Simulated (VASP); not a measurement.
# Ru (Fm-3m) in VASP: a series of runs, part 2 of 2

VASP 6.6.1. The steps go on from the part before.

### Step 3. Single point, PBE

Input file INCAR:

```
SYSTEM = Ru
  PREC = Accurate
  ENCUT = 520
  EDIFF = 1E-6
  ISMEAR = 0
  SIGMA = 0.15
  LREAL = .FALSE.
  LASPH = .TRUE.
  NELM = 80
  ALGO = Fast
  ISIF = 2
  LWAVE = .FALSE.
  LCHARG = .FALSE.
  GGA = PE
  NBANDS = 13
```

Input file KPOINTS:

```
regular mesh
0
G
  24 24 24
  0 0 0
```

Input file POSCAR:

```
Ru
1.0
    0.0000000000      1.9150000000      1.9150000000
    1.9150000000      0.0000000000      1.9150000000
    1.9150000000      1.9150000000      0.0000000000
Ru
1
Direct
    0.0000000000      0.0000000000      0.0000000000
```

Potentials or basis: VASP PAW PBE potentials, release 64 (Ru_pv).

Run with:

```
> cat potpaw_PBE.64/Ru_pv/POTCAR > POTCAR
> mpirun -np 1 vasp_std > vasp.out
```

OUTCAR:

```text
SYSTEM = Ru
   PREC = Accurate
   ENCUT = 520
   EDIFF = 1E-6
   ISMEAR = 0
   LREAL = .FALSE.
   LASPH = .TRUE.
   NELM = 80
   ISIF = 2
   GGA = PE

 ion  position               nearest neighbor table
   1  0.000  0.000  0.000-

  LATTYP: Found a face centered cubic cell.
 ALAT       =     3.8300000000

  Lattice vectors:

 A1 = (   0.0000000000,   1.9150000000,   1.9150000000)
 A2 = (   1.9150000000,   0.0000000000,   1.9150000000)
 A3 = (   1.9150000000,   1.9150000000,   0.0000000000)

Analysis of symmetry for initial positions (statically):
=====================================================================
 Subroutine PRICEL returns:
 Original cell was already a primitive cell.

 Routine SETGRP: Setting up the symmetry group for a
 face centered cubic supercell.

 Subroutine GETGRP returns: Found 48 space group operations
 (whereof 48 operations were pure point group operations)
 out of a pool of 48 trial point group operations.

The static configuration has the point symmetry O_h .

Analysis of symmetry for dynamics (positions and initial velocities):
=====================================================================
[... 161 lines left out ...]
 fundamental gap:      0.0063375729
 Fermi energy:        12.1436513503

 k-point     1 :       0.0000    0.0000    0.0000
  band No.  band energies     occupation
      1     -30.2739      2.00000
      2     -30.2739      2.00000
      3     -30.2739      2.00000
      4       4.4422      2.00000
      5       9.6972      2.00000
      6       9.6972      2.00000
      7       9.6972      2.00000
      8      12.0211      1.75204
      9      12.0211      1.75204
     10      22.7291      0.00000
     11      27.2263      0.00000
     12      32.7814      0.00000
     13      32.7814      0.00000
[... 354 lines left out ...]
  band No.  band energies     occupation
      1     -31.1945      2.00000
      2     -30.4067      2.00000
      3     -30.4061      2.00000
      4       6.4159      2.00000
      5       9.5526      2.00000
      6       9.6774      2.00000
      7      12.2763      0.21097
      8      13.7520      0.00000
      9      14.0746      0.00000
     10      22.3125      0.00000
     11      22.7351      0.00000
     12      27.0946      0.00000
     13      33.0620      0.00000

 [... further k-points ...]
[... 5 lines left out ...]
  --------------------------------------------------------------------------------------
  -------------------------------------------------------------------------------------
  Total       -0.4074115     -0.4074115     -0.4074115     -0.0000000      0.0000000     -0.0000000
  in kB      -46.4737357    -46.4737357    -46.4737357     -0.0000000      0.0000000     -0.0000000
  external PRESSURE =     -46.4737357 kB  Pullay stress =       0.0000000 kB

 VOLUME and BASIS-vectors are now :
 -----------------------------------------------------------------------------
  energy-cutoff  :      520.00
  volume of cell :       14.05
      direct lattice vectors                 reciprocal lattice vectors
     0.000000000  1.915000000  1.915000000    -0.261096606  0.261096606  0.261096606
     1.915000000  0.000000000  1.915000000     0.261096606 -0.261096606  0.261096606
     1.915000000  1.915000000  0.000000000     0.261096606  0.261096606 -0.261096606

 POSITION                                       TOTAL-FORCE (eV/Angst)
 -----------------------------------------------------------------------------------
      0.00000      0.00000      0.00000        -0.000000      0.000000      0.000000
 -----------------------------------------------------------------------------------
    total drift:                                0.000000      0.000000      0.000000

  FREE ENERGIE OF THE ION-ELECTRON SYSTEM (eV)
  ---------------------------------------------------
  free  energy   TOTEN  =        -9.1233481305 eV

  energy  without entropy=       -9.1092648533  energy(sigma->0) =       -9.11630649
```

OSZICAR:

```text
N       E                     dE             d eps       ncg     rms          rms(c)
DAV:   1     0.106746858792E+03    0.10675E+03   -0.84715E+03 10817   0.115E+03
DAV:   2    -0.854426052064E+01   -0.11529E+03   -0.11074E+03 11658   0.324E+02
DAV:   3    -0.979896395329E+01   -0.12547E+01   -0.12497E+01 12068   0.373E+01
DAV:   4    -0.980265834910E+01   -0.36944E-02   -0.36943E-02 11753   0.218E+00
DAV:   5    -0.980268306466E+01   -0.24716E-04   -0.24716E-04 12168   0.162E-01    0.116E+01
RMM:   6    -0.916491429921E+01    0.63777E+00   -0.99875E-01 10933   0.990E+00    0.300E+00
RMM:   7    -0.912683855682E+01    0.38076E-01   -0.89897E-02 11038   0.305E+00    0.728E-01
RMM:   8    -0.912338704920E+01    0.34515E-02   -0.80578E-03 11717   0.103E+00    0.134E-01
RMM:   9    -0.912334867364E+01    0.38376E-04   -0.81204E-04 12543   0.331E-01    0.477E-02
RMM:  10    -0.912335352669E+01   -0.48530E-05   -0.89039E-05 12483   0.125E-01    0.123E-02
RMM:  11    -0.912334729665E+01    0.62300E-05   -0.28650E-05 12778   0.667E-02    0.231E-03
RMM:  12    -0.912334813050E+01   -0.83385E-06   -0.47348E-06 10661   0.303E-02
   1 F= -.91233481E+01 E0= -.91163065E+01  d E =-.140833E-01
```

Run time: 33 s. Hardware: 1 thread of Intel Xeon Platinum 8488C (Sapphire Rapids), shared host; peak memory 0.18 GiB.

What came out:

```
Free energy            : -9.1233 eV
Pressure               : -4.6 GPa
Band gap on the k mesh : zero (band 7 reaches 14.28 eV, above the bottom of band 8 at 10.96 eV)
```

Levels at points of the mesh, in eV from the Fermi level:
```tsv
k point	band 4	band 5	band 6	band 7	band 8	band 9	band 10	band 11
(0.00, 0.00, 0.00)	-7.70	-2.45	-2.45	-2.45	-0.12	-0.12	10.59	15.08
(0.50, 0.00, 0.00)	-5.81	-2.56	-2.56	1.01	1.65	1.65	9.68	10.59
(0.50, 0.50, 0.00)	-6.08	-5.62	1.61	2.14	2.14	3.57	10.58	13.25
```
